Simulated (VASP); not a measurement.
# MoS2 (R3m) in VASP: notebook, part 2 of 2

VASP 6.6.1.

### 3 Single point, PBEsol (biaxial strain in the a-b plane: +2.0 %, then relaxed in part)

The input, INCAR:

```
SYSTEM = MoS2
PREC     = Accurate       ! precision mode
ENCUT    = 520            ! plane-wave cutoff, eV
EDIFF    = 1E-6           ! SCF threshold, eV
ISMEAR   = 0              ! smearing method
SIGMA    = 0.02           ! smearing width, eV
LREAL    = .False.        ! projectors in reciprocal space
LASPH    = .True.         ! aspherical terms in the spheres
NELM     = 80             ! most SCF steps
ALGO     = Normal         ! electronic algorithm
ISIF     = 2              ! what is computed and relaxed
LWAVE    = .False.        ! write WAVECAR
LCHARG   = .False.        ! write CHGCAR
GGA      = PS             ! functional
NBANDS   = 49             ! bands
```

The input, KPOINTS:

```
Automatic mesh
0
Gamma
  12 12 2
  0 0 0
```

The input, POSCAR:

```
MoS2
1.0
    3.2059311377      0.0000000000      0.0000000000
   -1.6029655688      2.7764178080      0.0000000000
    0.0000000000      0.0000000000     18.5733910312
Mo S
3 6
Direct
    0.0000000000      0.0000000000      0.0002315650
    0.6666666667      0.3333333333      0.3335648984
    0.3333333333      0.6666666667      0.6668982317
    0.3333333333      0.6666666667      0.2507976562
    0.6666666667      0.3333333333      0.0829697788
    0.0000000000      0.0000000000      0.5841309895
    0.3333333333      0.6666666667      0.4163031121
    0.6666666667      0.3333333333      0.9174643228
    0.0000000000      0.0000000000      0.7496364454
```

Potentials or basis: VASP PAW PBE potentials, release 64 (Mo_sv, S).

Command:

```sh
$ cat potpaw_PBE.64/Mo_sv/POTCAR potpaw_PBE.64/S/POTCAR > POTCAR
$ mpirun -np 1 vasp_std > vasp.out
```

OUTCAR:

```text
SYSTEM = MoS2
   PREC = Accurate
   ENCUT = 520
   EDIFF = 1E-6
   ISMEAR = 0
   LREAL = .False.
   LASPH = .True.
   NELM = 80
   ISIF = 2
   GGA = PS

 ion  position               nearest neighbor table
   1  0.000  0.000  0.000-   5 2.41   5 2.41   5 2.41   8 2.41   8 2.41   8 2.41
   2  0.667  0.333  0.334-   7 2.41   7 2.41   7 2.41   4 2.41   4 2.41   4 2.41
   3  0.333  0.667  0.667-   9 2.41   9 2.41   9 2.41   6 2.41   6 2.41   6 2.41
   4  0.333  0.667  0.251-   2 2.41   2 2.41   2 2.41
   5  0.667  0.333  0.083-   1 2.41   1 2.41   1 2.41
   6  0.000  0.000  0.584-   3 2.41   3 2.41   3 2.41
   7  0.333  0.667  0.416-   2 2.41   2 2.41   2 2.41
   8  0.667  0.333  0.917-   1 2.41   1 2.41   1 2.41
   9  0.000  0.000  0.750-   3 2.41   3 2.41   3 2.41

  LATTYP: Found a hexagonal cell.
 ALAT       =     3.2059311377
 C/A-ratio  =     5.7934466567

  Lattice vectors:

 A1 = (   3.2059311377,   0.0000000000,   0.0000000000)
 A2 = (  -1.6029655688,   2.7764178080,   0.0000000000)
 A3 = (   0.0000000000,   0.0000000000,  18.5733910312)

Analysis of symmetry for initial positions (statically):
=====================================================================
 Subroutine PRICEL returns following result:

  LATTYP: Found a trigonal (rhomboedric) cell.
 ALAT       =     6.4618954710
 COS(alpha) =     0.8769282074

  Lattice vectors:

 A1 = (   1.6029655687,  -0.9254726026,  -6.1911303431)
 A2 = (  -1.6029655685,  -0.9254726029,  -6.1911303450)
 A3 = (  -0.0000000001,   1.8509452054,  -6.1911303431)

   3 primitive cells build up your supercell.

 Routine SETGRP: Setting up the symmetry group for a
 hexagonal supercell.

 Subroutine GETGRP returns: Found  6 space group operations
 (whereof  6 operations were pure point group operations)
 out of a pool of 24 trial point group operations.

The static configuration has the point symmetry C_3v.

Analysis of symmetry for dynamics (positions and initial velocities):
=====================================================================
 Subroutine PRICEL returns following result:

  LATTYP: Found a trigonal (rhomboedric) cell.
 ALAT       =     6.4618954710
 COS(alpha) =     0.8769282074

  Lattice vectors:

 A1 = (   1.6029655687,  -0.9254726026,  -6.1911303431)
 A2 = (  -1.6029655685,  -0.9254726029,  -6.1911303450)
 A3 = (  -0.0000000001,   1.8509452054,  -6.1911303431)

   3 primitive cells build up your supercell.

 Routine SETGRP: Setting up the symmetry group for a
 hexagonal supercell.

 Subroutine GETGRP returns: Found  6 space group operations
 (whereof  6 operations were pure point group operations)
 out of a pool of 24 trial point group operations.

The dynamic configuration has the point symmetry C_3v.

 Subroutine INISYM returns: Found  6 space group operations
 (whereof  6 operations are pure point group operations),
 and found     3 'primitive' translations

----------------------------------------------------------------------------------------

[... 51 lines left out ...]
  0.000000  0.000000  0.000000      1.000000
  0.083333  0.000000  0.000000      6.000000
  0.166667  0.000000  0.000000      6.000000
  0.250000  0.000000  0.000000      6.000000
  0.333333  0.000000  0.000000      6.000000
  0.416667  0.000000  0.000000      6.000000
[... 16 lines left out ...]
  0.250000  0.000000  0.500000      6.000000
  0.333333  0.000000  0.500000      6.000000
 [... further k-points ...]
   k-points           NKPTS =     38   k-points in BZ     NKDIM =     38   number of bands    NBANDS=     49
   number of dos      NEDOS =    301   number of ions     NIONS =      9
   total plane-waves  NPLWV =  80640
   dimension x,y,z NGX =    24 NGY =   24 NGZ =  140
   dimension x,y,z NGXF=    48 NGYF=   48 NGZF=  280
   ions per type =               3   6
   NGX,Y,Z   is equivalent  to a cutoff of  12.45, 12.45, 12.53 a.u.
   NGXF,Y,Z  is equivalent  to a cutoff of  24.89, 24.89, 25.06 a.u.
 SYSTEM =  MoS2
   PREC   = accura    normal or accurate (medium, high low for compatibility)
   ISTART =      0    job   : 0-new  1-cont  2-samecut
   ICHARG =      2    charge: 1-file 2-atom 10-const
   ISPIN  =      1    spin polarized calculation?
   LNONCOLLINEAR =      F non collinear calculations
   LSORBIT =      F    spin-orbit coupling
   LASPH  =      T    aspherical Exc in radial PAW
   ENCUT  =  520.0 eV  38.22 Ry    6.18 a.u.   5.96  5.96 34.53*2*pi/ulx,y,z
   NELM   =     80;   NELMIN=  2; NELMDL= -5     # of ELM steps
   EDIFF  = 0.1E-05   stopping-criterion for ELM
   LREAL  =      F    real-space projection
   EDIFFG = 0.1E-04   stopping-criterion for IOM
   NSW    =      0    number of steps for IOM
   IBRION =     -1    ionic relax: 0-MD 1-quasi-New 2-CG
   NFREE  =      0    steps in history (QN), initial steepest desc. (CG)
   ISIF   =      2    stress and relaxation
   ISYM   =      2    0-nonsym 1-usesym 2-fastsym
   POTIM  = 0.5000    time-step for ionic-motion
   TEBEG  =    0.0;   TEEND  =   0.0 temperature during run
   PSTRESS=    0.0 pullay stress
   NELECT =      78.0000    total number of electrons
   NUPDOWN=      -1.0000    fix difference up-down
   EMIN   =  10.00;   EMAX   =-10.00  energy-range for DOS
   EFERMI =   0.00;   METHOD = LEGACY
   ISMEAR =     0;   SIGMA  =   0.02  broadening in eV -4-tet -1-fermi 0-gaus
   EFERMI_NEDOS =   21; number of points for ismear=-14 and -15
   IALGO  =     38    algorithm
   IMIX   =      4    mixing-type and parameters
     AMIX     =   0.40;   BMIX     =  1.00
     AMIX_MAG =   1.60;   BMIX_MAG =  1.00
  volume/ion in A,a.u.               =      18.37       123.96
  Fermi-wavevector in a.u.,A,eV,Ry     =   1.274470  2.408399 22.099588  1.624274
  Thomas-Fermi vector in A             =   2.407236
   LORBIT       =      0    0 simple, 1 ext, 2 COOP (PROOUT), +10 PAW based schemes
   GGA     = PS    functional components
   LHFCALC =     F    Hartree Fock is set to
   AEXX    =    0.0000 exact exchange contribution
   IVDW    =     0    specifies the selected vdW correction
   LEPSILON=     F    determine dielectric tensor
   LRPA    =     F    only Hartree local field effects (RPA)
 non-spin polarized calculation
 Gauss-broadening in eV      SIGMA  =   0.02
  energy-cutoff  :      520.00
  volume of cell :      165.32
 maximum number of plane-waves:      4502
 NGX is ok and might be reduce to    24
   NGX = 11   NGY = 11   NGZ = 69

 number of electron      78.0000001 magnetization

 Free energy of the ion-electron system (eV)
  ---------------------------------------------------
  ext. energy  EPLUGINS =         0.00000000
  ---------------------------------------------------
  free energy    TOTEN  =       -70.24721581 eV

  energy without entropy =      -70.24721581  energy(sigma->0) =      -70.24721581

 E-fermi :   7.3281     XC(G=0): -10.8139

 val. band max:        7.1786547867   @ k =   0.0000   0.0000   0.5000
 cond. band min:       7.9134356820   @ k =   0.3333   0.3333   0.5000
 fundamental gap:      0.7347808952
 Fermi energy:         7.3280786480

 k-point     1 :       0.0000    0.0000    0.0000
  band No.  band energies     occupation
      1     -54.3764      2.00000
      2     -54.3764      2.00000
      3     -54.3764      2.00000
      4     -28.5449      2.00000
      5     -28.5449      2.00000
      6     -28.5448      2.00000
[... 1237 lines left out ...]
     48      10.0621      0.00000
     49      10.3521      0.00000

 [... further k-points ...]

------------------------ aborting loop because EDIFF is reached ----------------------------------------

  FORCE on cell =-STRESS in cart. coord.  units (eV):
  Direction    XX          YY          ZZ          XY          YZ          ZX
  --------------------------------------------------------------------------------------
  -------------------------------------------------------------------------------------
  Total       -5.3183656     -5.3183656     -0.0322194     -0.0000000      0.0000000      0.0000000
  in kB      -51.5416783    -51.5416783     -0.3122470     -0.0000000      0.0000000      0.0000000
  external PRESSURE =     -34.4652012 kB  Pullay stress =       0.0000000 kB

 VOLUME and BASIS-vectors are now :
 -----------------------------------------------------------------------------
  energy-cutoff  :      520.00
  volume of cell :      165.32
      direct lattice vectors                 reciprocal lattice vectors
     3.205931138  0.000000000  0.000000000     0.311921859  0.180088169  0.000000000
    -1.602965569  2.776417808  0.000000000     0.000000000  0.360176338  0.000000000
     0.000000000  0.000000000 18.573391031     0.000000000  0.000000000  0.053840464

 POSITION                                       TOTAL-FORCE (eV/Angst)
 -----------------------------------------------------------------------------------
      0.00000      0.00000      0.00430        -0.000000      0.000000     -0.000066
      1.60297      0.92547      6.19543         0.000000     -0.000000     -0.000066
     -0.00000      1.85095     12.38656        -0.000000      0.000000     -0.000066
     -0.00000      1.85095      4.65816         0.000000     -0.000000     -0.000910
      1.60297      0.92547      1.54103        -0.000000      0.000000      0.000976
      0.00000      0.00000     10.84929         0.000000     -0.000000     -0.000910
     -0.00000      1.85095      7.73216        -0.000000      0.000000      0.000976
      1.60297      0.92547     17.04042         0.000000      0.000000     -0.000910
      0.00000      0.00000     13.92329        -0.000000      0.000000      0.000976
 -----------------------------------------------------------------------------------
    total drift:                                0.000000      0.000000      0.000104

  FREE ENERGIE OF THE ION-ELECTRON SYSTEM (eV)
  ---------------------------------------------------
  free  energy   TOTEN  =       -70.2472158076 eV

  energy  without entropy=      -70.2472158076  energy(sigma->0) =      -70.24721581
```

Run time: 2.1 min. Hardware: 1 thread of Intel Xeon 6975P-C (Granite Rapids), shared host; peak memory 0.39 GiB.

What came out:

* Free energy: -70.2472 eV
* Pressure: -3.4 GPa
* Band gap on the k mesh: 0.73 eV

Stress tensor (GPa, compression positive):
```
-5.15  0.00  0.00
 0.00 -5.15  0.00
 0.00  0.00 -0.03
```

Levels at points of the mesh, in eV from the valence-band top:
```
           k point  band 36  band 37  band 38  band 39  band 40  band 41  band 42  band 43
(0.00, 0.00, 0.00)    -1.23    -1.09    -0.12    -0.12     1.88     1.88     1.94     1.94
(0.50, 0.00, 0.00)    -1.83    -1.46    -1.46    -1.36     1.35     1.38     1.38     1.87
(0.00, 0.00, 0.50)    -2.06    -0.49    -0.49     0.00     1.90     1.90     1.90     1.90
(0.50, 0.00, 0.50)    -1.79    -1.50    -1.39    -1.39     1.36     1.36     1.39     1.84
```

Caveat: the cell differs from its parent crystal (biaxial strain in the a-b plane: +2.0 %, then relaxed in part); the cell stands under tension; the PAW data sets were made with another functional, which shifts forces and pressure a little; this functional lacks dispersion, which binds the layers, so the pressure and a relaxed spacing across them are unreliable.

### 4 Single point, PBEsol (biaxial strain in the a-b plane: +2.0 %)

The input, INCAR:

```
SYSTEM = MoS2
ALGO     = Normal         ! electronic algorithm
EDIFF    = 1E-6           ! SCF threshold, eV
ENCUT    = 520            ! plane-wave cutoff, eV
GGA      = PS             ! functional
ISIF     = 2              ! what is computed and relaxed
ISMEAR   = 0              ! smearing method
LASPH    = .TRUE.         ! aspherical terms in the spheres
LCHARG   = .TRUE.         ! write CHGCAR
LELF     = .TRUE.         ! ELF
LREAL    = .FALSE.        ! projectors in reciprocal space
LVHAR    = .TRUE.       
LWAVE    = .FALSE.        ! write WAVECAR
NBANDS   = 49             ! bands
NELM     = 80             ! most SCF steps
PREC     = Accurate       ! precision mode
SIGMA    = 0.02           ! smearing width, eV
```

The input, KPOINTS:

```
k-points
0
G
  12 12 2
  0 0 0
```

The input, POSCAR:

```
MoS2
1.0
    3.2059311377      0.0000000000      0.0000000000
   -1.6029655688      2.7764178080      0.0000000000
    0.0000000000      0.0000000000     18.6289157324
Mo S
3 6
Direct
    0.0000000000      0.0000000000      0.0002315590
    0.6666666667      0.3333333333      0.3335648924
    0.3333333333      0.6666666667      0.6668982257
    0.3333333333      0.6666666667      0.2508833233
    0.6666666667      0.3333333333      0.0828841177
    0.0000000000      0.0000000000      0.5842166566
    0.3333333333      0.6666666667      0.4162174510
    0.6666666667      0.3333333333      0.9175499899
    0.0000000000      0.0000000000      0.7495507843
```

Potentials or basis: VASP PAW PBE potentials, release 64 (Mo_sv, S).

Command:

```sh
$ cat potpaw_PBE.64/Mo_sv/POTCAR potpaw_PBE.64/S/POTCAR > POTCAR
$ mpirun -np 1 vasp_std > vasp.out
```

OUTCAR:

```text
SYSTEM = MoS2
   EDIFF = 1E-6
   ENCUT = 520
   GGA = PS
   ISIF = 2
   ISMEAR = 0
   LASPH = .TRUE.
   LREAL = .FALSE.
   NELM = 80
   PREC = Accurate

 ion  position               nearest neighbor table
   1  0.000  0.000  0.000-   5 2.41   5 2.41   5 2.41   8 2.41   8 2.41   8 2.41
   2  0.667  0.333  0.334-   7 2.41   7 2.41   7 2.41   4 2.41   4 2.41   4 2.41
   3  0.333  0.667  0.667-   9 2.41   9 2.41   9 2.41   6 2.41   6 2.41   6 2.41
   4  0.333  0.667  0.251-   2 2.41   2 2.41   2 2.41
   5  0.667  0.333  0.083-   1 2.41   1 2.41   1 2.41
   6  0.000  0.000  0.584-   3 2.41   3 2.41   3 2.41
   7  0.333  0.667  0.416-   2 2.41   2 2.41   2 2.41
[... 1477 lines left out ...]
  external PRESSURE =     -37.3709685 kB  Pullay stress =       0.0000000 kB

 VOLUME and BASIS-vectors are now :
 -----------------------------------------------------------------------------
  energy-cutoff  :      520.00
  volume of cell :      165.82
      direct lattice vectors                 reciprocal lattice vectors
     3.205931138  0.000000000  0.000000000     0.311921859  0.180088169  0.000000000
    -1.602965569  2.776417808  0.000000000     0.000000000  0.360176338  0.000000000
     0.000000000  0.000000000 18.628915732     0.000000000  0.000000000  0.053679989

 POSITION                                       TOTAL-FORCE (eV/Angst)
 -----------------------------------------------------------------------------------
      0.00000      0.00000      0.00431        -0.000000     -0.000000     -0.000236
      1.60297      0.92547      6.21395        -0.000000      0.000000     -0.000236
     -0.00000      1.85095     12.42359        -0.000000     -0.000000     -0.000236
     -0.00000      1.85095      4.67368         0.000000     -0.000000      0.054279
      1.60297      0.92547      1.54404         0.000000     -0.000000     -0.054043
      0.00000      0.00000     10.88332         0.000000      0.000000      0.054279
     -0.00000      1.85095      7.75368         0.000000     -0.000000     -0.054043
      1.60297      0.92547     17.09296         0.000000     -0.000000      0.054279
      0.00000      0.00000     13.96332         0.000000     -0.000000     -0.054043
 -----------------------------------------------------------------------------------
    total drift:                                0.000000      0.000000      0.000042

  FREE ENERGIE OF THE ION-ELECTRON SYSTEM (eV)
  ---------------------------------------------------
  free  energy   TOTEN  =       -70.2467461689 eV

  energy  without entropy=      -70.2467461689  energy(sigma->0) =      -70.24674617
```

It took 2 min on 1 thread of Intel Xeon 6975P-C (Granite Rapids), shared host; peak memory 0.4 GiB.

Results:

```yaml
Free_energy: -70.2467 eV
Pressure: -3.7 GPa
Largest_force: 0.054 eV/Å
Band_gap_on_the_k_mesh: 0.76 eV
```

Forces on the atoms (eV/Å):
```
Mo   0.000  0.000  0.000
Mo   0.000  0.000  0.000
Mo   0.000  0.000  0.000
S    0.000  0.000  0.054
S    0.000  0.000 -0.054
S    0.000  0.000  0.054
S    0.000  0.000 -0.054
S    0.000  0.000  0.054
S    0.000  0.000 -0.054
```

Stress tensor (GPa, compression positive):
```
-5.32  0.00  0.00
 0.00 -5.32  0.00
 0.00  0.00 -0.57
```

Caveat: the cell differs from its parent crystal (biaxial strain in the a-b plane: +2.0 %); the cell stands under tension; the PAW data sets were made with another functional, which shifts forces and pressure a little; this functional lacks dispersion, which binds the layers, so the pressure and a relaxed spacing across them are unreliable.

### 5 Single point, PBEsol (equal strain along all axes, cell held: +1.0 %, then relaxed in part)

The input, INCAR:

```
PREC = Accurate
ENCUT = 520
EDIFF = 1E-6
ISMEAR = 0
SIGMA = 0.02
LREAL = False
LASPH = True
NELM = 80
ALGO = Normal
ISIF = 2
LWAVE = False
LCHARG = False
GGA = PS
NBANDS = 49
```

The input, KPOINTS:

```
regular mesh
0
Gamma
  12 12 2
```

The input, POSCAR:

```
MoS2
1.0
    3.1745004388      0.0000000000      0.0000000000
   -1.5872502194      2.7491980243      0.0000000000
    0.0000000000      0.0000000000     19.0437300866
Mo S
3 6
Direct
    0.0000000000      0.0000000000      0.0002292917
    0.6666666667      0.3333333333      0.3335626251
    0.3333333333      0.6666666667      0.6668959584
    0.3333333333      0.6666666667      0.2522754515
    0.6666666667      0.3333333333      0.0814942567
    0.0000000000      0.0000000000      0.5856087848
    0.3333333333      0.6666666667      0.4148275901
    0.6666666667      0.3333333333      0.9189421182
    0.0000000000      0.0000000000      0.7481609234
```

Command:

```sh
$ cat potpaw_PBE.64/Mo_sv/POTCAR potpaw_PBE.64/S/POTCAR > POTCAR
$ mpirun -np 1 vasp_std > vasp.out
```

Wall time 4.7 min (1 thread of Intel Xeon Platinum 8259CL at 2.50GHz (Skylake/Cascade Lake), shared host); peak memory 0.39 GiB.

The run converged. Its results:

| Item | Value |
| --- | --- |
| Free energy | -70.3234 eV |
| Pressure | -1.9 GPa |
| Largest force | 0.003 eV/Å |
| Band gap on the k mesh | 1.03 eV |

Forces in eV/Å, atoms in the order of the input:
```
Mo   0.000  0.000 -0.001
Mo   0.000  0.000 -0.001
Mo   0.000  0.000 -0.001
S    0.000  0.000 -0.002
S    0.000  0.000  0.003
S    0.000  0.000 -0.002
S    0.000  0.000  0.003
S    0.000  0.000 -0.002
S    0.000  0.000  0.003
```

Stress tensor (GPa, compression positive):
```
-2.71  0.00  0.00
 0.00 -2.71  0.00
 0.00  0.00 -0.27
```

Levels at points of the mesh, in eV from the valence-band top:
| k point | band 37 | band 38 | band 39 | band 40 | band 41 | band 42 |
| --- | --- | --- | --- | --- | --- | --- |
| (0.00, 0.00, 0.00) | -1.03 | -0.12 | -0.12 | 2.13 | 2.13 | 2.18 |
| (0.50, 0.00, 0.00) | -1.32 | -1.32 | -1.22 | 1.63 | 1.65 | 1.65 |
| (0.00, 0.00, 0.50) | -0.51 | -0.51 | 0.00 | 2.15 | 2.15 | 2.15 |
| (0.50, 0.00, 0.50) | -1.36 | -1.25 | -1.25 | 1.63 | 1.63 | 1.66 |

Caveat: the cell differs from its parent crystal (equal strain along all axes, cell held: +1.0 %, then relaxed in part); the PAW data sets were made with another functional, which shifts forces and pressure a little; this functional lacks dispersion, which binds the layers, so the pressure and a relaxed spacing across them are unreliable.

### 6 The runs side by side

| cell | gap on the mesh (eV) | pressure (GPa) | largest force (eV/Å) |
| --- | --- | --- | --- |
| a = 3.237, b = 3.237, c = 18.516 Å, angles 90.0, 90.0, 120.0°, 9 atoms, atomic positions A | 0.58 | -5.5 | 0.10 |
| a = 3.206, b = 3.206, c = 18.573 Å, angles 90.0, 90.0, 120.0°, 9 atoms, atomic positions A | 0.73 | -3.4 | - |
| a = 3.206, b = 3.206, c = 18.629 Å, angles 90.0, 90.0, 120.0°, 9 atoms, atomic positions A | 0.76 | -3.7 | 0.05 |
| a = 3.175, b = 3.175, c = 19.044 Å, angles 90.0, 90.0, 120.0°, 9 atoms, atomic positions B | 1.03 | -1.9 | - |

Alike in all rows: task single point; level PBEsol; potentials or basis VASP PAW PBE potentials, release 64 (Mo_sv, S); no spin polarisation; k mesh 12 × 12 × 2; cutoff (eV) 520; smearing gaussian 0.02 eV.

Caveats: the PAW data sets were made with another functional, which shifts forces and pressure a little; this functional lacks dispersion, which binds the layers, so the pressure and a relaxed spacing across them are unreliable; the cell stands under tension (at least some runs).

Absolute energies hang on the potentials; compare differences alone.
